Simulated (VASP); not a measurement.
Input of a VASP 6.6.1 run:

File POSCAR:

```
Sn
1.0
   -1.6664398100      1.7077874900      2.1828021800
    1.7938717800     -1.8589232500      2.3916531200
    1.6937133800      1.8854440200     -2.2975624100
Sn
1
Direct
    0.0000000000      0.0000000000      0.0000000000
```

The input INCAR.step1:

```
SYSTEM = Sn
  ALGO = Normal
  EDIFF = 1E-5
  ENCUT = 520
  GGA = PE
  ISIF = 2
  ISMEAR = -1
  LASPH = .TRUE.
  LREAL = .FALSE.
  LWAVE = .TRUE.
  NBANDS = 13
  NELM = 80
  PREC = Accurate
  SIGMA = 0.05
```

INCAR.step2

```
SYSTEM = Sn
  AEXX = 0.25
  ALGO = Normal
  EDIFF = 1E-7
  ENCUT = 520
  GGA = PS
  HFSCREEN = 0.207
  ISIF = 2
  ISMEAR = -1
  ISTART = 1
  LASPH = .TRUE.
  LCHARG = .TRUE.
  LELF = .TRUE.
  LHFCALC = .TRUE.
  LREAL = .FALSE.
  LVHAR = .TRUE.
  LWAVE = .FALSE.
  NBANDS = 13
  NELM = 80
  PREC = Accurate
  PRECFOCK = Normal
  SIGMA = 0.05
```

Contents of KPOINTS:

```
k-points
0
G
  5 5 5
  0 0 0
```

Potentials or basis: VASP PAW PBE potentials, release 64 (Sn_d).

Run with:

```bash
$ cat potpaw_PBE.64/Sn_d/POTCAR > POTCAR
$ cp INCAR.step1 INCAR
$ mpirun -np 1 vasp_std > vasp.out
$ cp INCAR.step2 INCAR
$ mpirun -np 1 vasp_std > vasp.out
```

**Question.** What does it give for the pressure?

**Answer.** -4.2 GPa.

**Question.** Predict the band gap on the k mesh.

**Answer.** Zero (band 7 reaches 14.29 eV, above the bottom of band 8 at 6.07 eV).

Stress tensor (GPa, compression positive):
```
-3.64  1.27 -0.15
 1.27 -6.87  1.03
-0.15  1.03 -2.21
```

Caveat: the k points lie up to 0.50 Å⁻¹ apart; the PAW data sets were made with another functional, which shifts forces and pressure a little; spin-orbit coupling is left out, which moves the levels of the heavy elements.
